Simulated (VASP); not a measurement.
# Sn4O7 (a cell with a defect) in VASP: single point with PBE+D3(BJ)

Aim: the single point of Sn4O7 (a cell with a defect) with PBE+D3(BJ).

Program: VASP 6.6.1. These are calculated values, not measurements. Logs are shortened: lines on timing, memory, paths and dates and some standing lists are left out, and cuts for length are marked.

### Step 1. The cell of the first run

The cell holds a defect, 11 atoms: a = 5.692 Å, b = 5.692 Å, c = 5.692 Å, α = 69.33°, β = 69.33°, γ = 69.33°.

### Step 2. Single point, PBE+D3(BJ)

Input file INCAR:

```
SYSTEM = Sn4O7
PREC = Accurate
ENCUT = 520
EDIFF = 1E-6
ISMEAR = 0
SIGMA = 0.05
LREAL = .False.
LASPH = .True.
NELM = 100
ALGO = Normal
ISIF = 2
LWAVE = .False.
LCHARG = .True.
GGA = PE
IVDW = 12
LVHAR = .True.
NBANDS = 60
NELECT = 96.0
KPAR = 4
```

Input file KPOINTS:

```
Automatic mesh
0
Gamma
  6 6 6
  0 0 0
```

Input file POSCAR:

```
Sn4O7
1.0
   -3.2376496260     -1.8692578831      4.2923370236
    3.2376496260     -1.8692578831      4.2923370236
    0.0000000000      3.7385157663      4.2923370236
Sn O
4 7
Direct
    0.5000000000      0.5000000000      0.5000000000
    0.0000000000      0.0000000000      0.5000000000
    0.0000000000      0.5000000000      0.0000000000
    0.5000000000      0.0000000000      0.0000000000
    0.7436146560      0.7436146560      0.2436146560
    0.7436146560      0.2436146560      0.7436146560
    0.2436146560      0.7436146560      0.7436146560
    0.7563853440      0.7563853440      0.7563853440
    0.2563853440      0.2563853440      0.7563853440
    0.2563853440      0.7563853440      0.2563853440
    0.9487140390      0.1578549526      0.2538606373
```

Potentials or basis: VASP PAW PBE potentials, release 64 (Sn_d, O).

The run is started by

```
cat potpaw_PBE.64/Sn_d/POTCAR potpaw_PBE.64/O/POTCAR > POTCAR
mpirun -np 4 vasp_std > vasp.out
```

OUTCAR:

```text
SYSTEM = Sn4O7
   PREC = Accurate
   ENCUT = 520
   EDIFF = 1E-6
   ISMEAR = 0
   LREAL = .False.
   LASPH = .True.
   NELM = 100
   ISIF = 2
   GGA = PE
   IVDW = 12
   NELECT = 96.0
 IVDW          = 12

 ion  position               nearest neighbor table
   1  0.500  0.500  0.500-   6 2.12   7 2.12  10 2.12   9 2.12   5 2.12  11 2.86   2 3.24   2 3.24
                             3 3.24   4 3.24   4 3.24   3 3.24
   2  0.000  0.000  0.500-  11 1.44   7 2.12  10 2.12   6 2.12   8 2.12   1 3.24   1 3.24   3 3.24
                             3 3.24   4 3.24   4 3.24
   3  0.000  0.500  0.000-  11 2.02   8 2.12   9 2.12   5 2.12   7 2.12   4 3.24   4 3.24   2 3.24
                             1 3.24   1 3.24   2 3.24
   4  0.500  0.000  0.000-   5 2.12   8 2.12   9 2.12   6 2.12  10 2.12   3 3.24   3 3.24   1 3.24
                             1 3.24   2 3.24   2 3.24
   5  0.744  0.744  0.244-   3 2.12   4 2.12   1 2.12
   6  0.744  0.244  0.744-   1 2.12   2 2.12   4 2.12
   7  0.244  0.744  0.744-   1 2.12   2 2.12   3 2.12
   8  0.756  0.756  0.756-   3 2.12   4 2.12   2 2.12
   9  0.256  0.256  0.756-   3 2.12   4 2.12   1 2.12
  10  0.256  0.756  0.256-   1 2.12   2 2.12   4 2.12
  11  0.949  0.158  0.254-   2 1.44   3 2.02   1 2.86

  LATTYP: Found a trigonal (rhomboedric) cell.
 ALAT       =     5.6921575223
 COS(alpha) =     0.3529529344

  Lattice vectors:

 A1 = (  -3.2376496260,  -1.8692578831,   4.2923370236)
 A2 = (   3.2376496260,  -1.8692578831,   4.2923370236)
 A3 = (   0.0000000000,   3.7385157663,   4.2923370236)

Analysis of symmetry for initial positions (statically):
=====================================================================
 Subroutine PRICEL returns:
 Original cell was already a primitive cell.

 Routine SETGRP: Setting up the symmetry group for a
 trigonal (rhombohedral) supercell.

 Subroutine GETGRP returns: Found  1 space group operations
 (whereof  1 operations were pure point group operations)
 out of a pool of 12 trial point group operations.

The static configuration has the point symmetry C_1 .

Analysis of symmetry for dynamics (positions and initial velocities):
=====================================================================
 Subroutine PRICEL returns:
 Original cell was already a primitive cell.

 Routine SETGRP: Setting up the symmetry group for a
 trigonal (rhombohedral) supercell.

 Subroutine GETGRP returns: Found  1 space group operations
 (whereof  1 operations were pure point group operations)
 out of a pool of 12 trial point group operations.

The dynamic configuration has the point symmetry C_1 .

 Subroutine INISYM returns: Found  1 space group operations
 (whereof  1 operations are pure point group operations),
 and found     1 'primitive' translations

----------------------------------------------------------------------------------------

                                     Primitive cell

  volume of cell :     155.8634

  direct lattice vectors                    reciprocal lattice vectors
    -3.237649626 -1.869257883  4.292337024    -0.154433017 -0.089161944  0.077657773
     3.237649626 -1.869257883  4.292337024     0.154433017 -0.089161944  0.077657773
     0.000000000  3.738515766  4.292337024     0.000000000  0.178323888  0.077657773

  length of vectors
     5.692157522  5.692157522  5.692157522     0.194499714  0.194499714  0.194499714

  position of ions in fractional coordinates (direct lattice)
     0.500000000  0.500000000  0.500000000
     1.000000000  1.000000000  0.500000000
     1.000000000  0.500000000  1.000000000
     0.500000000  1.000000000  1.000000000
     0.743614656  0.743614656  0.243614656
     0.743614656  0.243614656  0.743614656
     0.243614656  0.743614656  0.743614656
     0.756385344  0.756385344  0.756385344
     0.256385344  0.256385344  0.756385344
     0.256385344  0.756385344  0.256385344
     0.948714039  0.157854953  0.253860637

  ion indices of the primitive-cell ions
   primitive index   ion index
                 1           1
                 2           2
                 3           3
                 4           4
                 5           5
                 6           6
                 7           7
                 8           8
                 9           9
                10          10
                11          11

----------------------------------------------------------------------------------------

 KPOINTS: Automatic mesh

Automatic generation of k-mesh.
 Grid dimensions read from file:
 generate k-points for:    6    6    6

 Generating k-lattice:

  Cartesian coordinates                     Fractional coordinates (reciprocal lattice)
    -0.025738836 -0.014860324  0.012942962     0.166666667 -0.000000000 -0.000000000
     0.025738836 -0.014860324  0.012942962    -0.000000000  0.166666667 -0.000000000
     0.000000000  0.029720648  0.012942962     0.000000000  0.000000000  0.166666667

  Length of vectors
     0.032416619  0.032416619  0.032416619

  Shift w.r.t. Gamma in fractional coordinates (k-lattice)
     0.000000000  0.000000000  0.000000000

 Subroutine IBZKPT returns following result:
 ===========================================

 Found    112 irreducible k-points:

 Following reciprocal coordinates:
            Coordinates               Weight
  0.000000  0.000000  0.000000      1.000000
  0.166667  0.000000  0.000000      2.000000
  0.000000  0.166667  0.000000      2.000000
  0.000000  0.000000  0.166667      2.000000
  0.333333  0.000000  0.000000      2.000000
  0.000000  0.333333  0.000000      2.000000
[... 16 lines left out ...]
 -0.166667  0.500000  0.000000      2.000000
  0.166667  0.000000  0.500000      2.000000
 [... further k-points ...]
   k-points           NKPTS =    112   k-points in BZ     NKDIM =    112   number of bands    NBANDS=     60
   number of dos      NEDOS =    301   number of ions     NIONS =     11
   total plane-waves  NPLWV =  74088
   dimension x,y,z NGX =    42 NGY =   42 NGZ =   42
   dimension x,y,z NGXF=    84 NGYF=   84 NGZF=   84
   ions per type =               4   7
   NGX,Y,Z   is equivalent  to a cutoff of  12.27, 12.27, 12.27 a.u.
   NGXF,Y,Z  is equivalent  to a cutoff of  24.53, 24.53, 24.53 a.u.
 SYSTEM =  Sn4O7
   PREC   = accura    normal or accurate (medium, high low for compatibility)
   ISTART =      0    job   : 0-new  1-cont  2-samecut
   ICHARG =      2    charge: 1-file 2-atom 10-const
   ISPIN  =      1    spin polarized calculation?
   LNONCOLLINEAR =      F non collinear calculations
   LSORBIT =      F    spin-orbit coupling
   LASPH  =      T    aspherical Exc in radial PAW
   ENCUT  =  520.0 eV  38.22 Ry    6.18 a.u.  10.58 10.58 10.58*2*pi/ulx,y,z
   NELM   =    100;   NELMIN=  2; NELMDL= -5     # of ELM steps
   EDIFF  = 0.1E-05   stopping-criterion for ELM
   LREAL  =      F    real-space projection
   EDIFFG = 0.1E-04   stopping-criterion for IOM
   NSW    =      0    number of steps for IOM
   IBRION =     -1    ionic relax: 0-MD 1-quasi-New 2-CG
   NFREE  =      0    steps in history (QN), initial steepest desc. (CG)
   ISIF   =      2    stress and relaxation
   ISYM   =      2    0-nonsym 1-usesym 2-fastsym
   POTIM  = 0.5000    time-step for ionic-motion
   TEBEG  =    0.0;   TEEND  =   0.0 temperature during run
   PSTRESS=    0.0 pullay stress
   NELECT =      96.0000    total number of electrons
   NUPDOWN=      -1.0000    fix difference up-down
   EMIN   =  10.00;   EMAX   =-10.00  energy-range for DOS
   EFERMI =   0.00;   METHOD = LEGACY
   ISMEAR =     0;   SIGMA  =   0.05  broadening in eV -4-tet -1-fermi 0-gaus
   EFERMI_NEDOS =   21; number of points for ismear=-14 and -15
   IALGO  =     38    algorithm
   IMIX   =      4    mixing-type and parameters
     AMIX     =   0.40;   BMIX     =  1.00
     AMIX_MAG =   1.60;   BMIX_MAG =  1.00
  volume/ion in A,a.u.               =      14.17        95.62
  Fermi-wavevector in a.u.,A,eV,Ry     =   1.392891  2.632183 26.397288  1.940146
  Thomas-Fermi vector in A             =   2.516590
   LORBIT       =      0    0 simple, 1 ext, 2 COOP (PROOUT), +10 PAW based schemes
   GGA     = PE    functional components
   LHFCALC =     F    Hartree Fock is set to
   AEXX    =    0.0000 exact exchange contribution
   IVDW    =    12    specifies the selected vdW correction
   LEPSILON=     F    determine dielectric tensor
   LRPA    =     F    only Hartree local field effects (RPA)
 non-spin polarized calculation
 Gauss-broadening in eV      SIGMA  =   0.05
  energy-cutoff  :      520.00
  volume of cell :      155.86
 maximum number of plane-waves:      4214
   NGX = 21   NGY = 21   NGZ = 21

 number of electron      96.0000001 magnetization

 Free energy of the ion-electron system (eV)
  ---------------------------------------------------
  ext. energy  EPLUGINS =         0.00000000
  ---------------------------------------------------
  free energy    TOTEN  =       -68.24846572 eV

  energy without entropy =      -68.24801054  energy(sigma->0) =      -68.24823813

 E-fermi :   4.9262     XC(G=0): -10.0903

 val. band max:        4.8699005440   @ k =   0.0000  -0.1667   0.1667
 cond. band min:       4.9311907351   @ k =   0.0000   0.0000   0.0000
 fundamental gap:      0.0612901911
 Fermi energy:         4.9261908994

 k-point     1 :       0.0000    0.0000    0.0000
  band No.  band energies     occupation
      1     -19.8034      2.00000
      2     -16.2963      2.00000
      3     -16.0882      2.00000
      4     -15.9093      2.00000
      5     -15.6990      2.00000
      6     -15.5712      2.00000
[... 52 lines left out ...]
     59      13.9757      0.00000
     60      14.2882      0.00000

 k-point     2 :       0.1667    0.0000    0.0000
  band No.  band energies     occupation
      1     -19.8030      2.00000
      2     -16.2557      2.00000
      3     -16.0624      2.00000
      4     -15.8885      2.00000
      5     -15.6935      2.00000
      6     -15.5730      2.00000
[... 52 lines left out ...]
     59      14.1109      0.00000
     60      14.4637      0.00000

 k-point     3 :       0.0000    0.1667    0.0000
  band No.  band energies     occupation
      1     -19.7993      2.00000
      2     -16.2563      2.00000
      3     -16.0554      2.00000
      4     -15.9019      2.00000
      5     -15.6904      2.00000
      6     -15.5700      2.00000
[... 1312 lines left out ...]
     59      13.6646      0.00000
     60      14.3895      0.00000

 k-point    24 :       0.1667    0.0000    0.5000
  band No.  band energies     occupation
      1     -19.7872      2.00000
      2     -16.0764      2.00000
      3     -15.9064      2.00000
      4     -15.8445      2.00000
      5     -15.7465      2.00000
      6     -15.6540      2.00000
[... 52 lines left out ...]
     59      13.7799      0.00000
     60      14.3526      0.00000

 [... further k-points ...]

------------------------ aborting loop because EDIFF is reached ----------------------------------------

 Edisp (eV)   -2.20411

 E8    (eV) :    -0.8913

  FORCE on cell =-STRESS in cart. coord.  units (eV):
  Direction    XX          YY          ZZ          XY          YZ          ZX
  --------------------------------------------------------------------------------------
  -------------------------------------------------------------------------------------
  Total      -3.44869    12.30410   -18.16609   -15.64450    17.10077   -10.14561
  in kB     -35.45035   126.47838  -186.73595  -160.81556   175.78515  -104.29043
  external pressure =      -31.90 kB  Pullay stress =        0.00 kB

 VOLUME and BASIS-vectors are now :
 -----------------------------------------------------------------------------
  energy-cutoff  :      520.00
  volume of cell :      155.86
      direct lattice vectors                 reciprocal lattice vectors
    -3.237649626 -1.869257883  4.292337024    -0.154433017 -0.089161944  0.077657773
     3.237649626 -1.869257883  4.292337024     0.154433017 -0.089161944  0.077657773
     0.000000000  3.738515766  4.292337024     0.000000000  0.178323888  0.077657773

 POSITION                                       TOTAL-FORCE (eV/Angst)
 -----------------------------------------------------------------------------------
      0.00000      0.00000      6.43851         1.494228      0.818644      1.954513
      0.00000      1.86926      2.14617       -18.534168     31.346033     14.586969
      1.61882     -0.93463      2.14617         2.148547     -2.805349     -0.752148
     -1.61882     -0.93463      2.14617        -2.244339     -1.283033     -2.469278
      0.00000     -1.86926      7.42937        -0.816869      0.645680     -0.151554
     -1.61882      0.93463      7.42937         0.850772      0.007407      0.079997
      1.61882      0.93463      7.42937        -0.096810     -0.040473      0.098407
      0.00000      0.00000      9.73998        -0.029556      0.540046      0.145636
      0.00000      1.86926      5.44765        -0.274613      0.370467      0.315285
      1.61882     -0.93463      5.44765        -1.966027     -0.559375      0.067829
     -2.56052     -1.11940      5.83942        19.468834    -29.040048    -13.875656
 -----------------------------------------------------------------------------------
    total drift:                                0.000371      0.000582     -0.000398

  FREE ENERGIE OF THE ION-ELECTRON SYSTEM (eV)
  ---------------------------------------------------
  free  energy   TOTEN  =       -70.4525766593 eV

  energy  without entropy=      -70.4521214818  energy(sigma->0) =      -70.45234907
```

Run time: 9.8 min. Hardware: 4 MPI ranks of Oxide Virtual Turin-like, shared host; peak memory 0.76 GiB.

Results:

```yaml
Free_energy: -70.4526 eV
Largest_force: 39.228 eV/Å
Dispersion_energy_per_atom: -0.200 eV
```

Forces on the atoms (eV/Å):
```
Sn    1.494   0.819   1.955
Sn  -18.534  31.346  14.587
Sn    2.149  -2.805  -0.752
Sn   -2.244  -1.283  -2.469
O    -0.817   0.646  -0.152
O     0.851   0.007   0.080
O    -0.097  -0.040   0.098
O    -0.030   0.540   0.146
O    -0.275   0.370   0.315
O    -1.966  -0.559   0.068
O    19.469 -29.040 -13.876
```

Caveat: the cell carries a net charge on a neutralising background, which shifts energy and pressure; the cell differs from its parent crystal (atoms taken out, atom 11 moved 0.333 of the way to it and -0.500 Å across, host rigid); the cell is charged against a uniform background, so pressure and absolute levels hang on convention; spin-orbit coupling is left out, which moves the levels of the heavy elements.
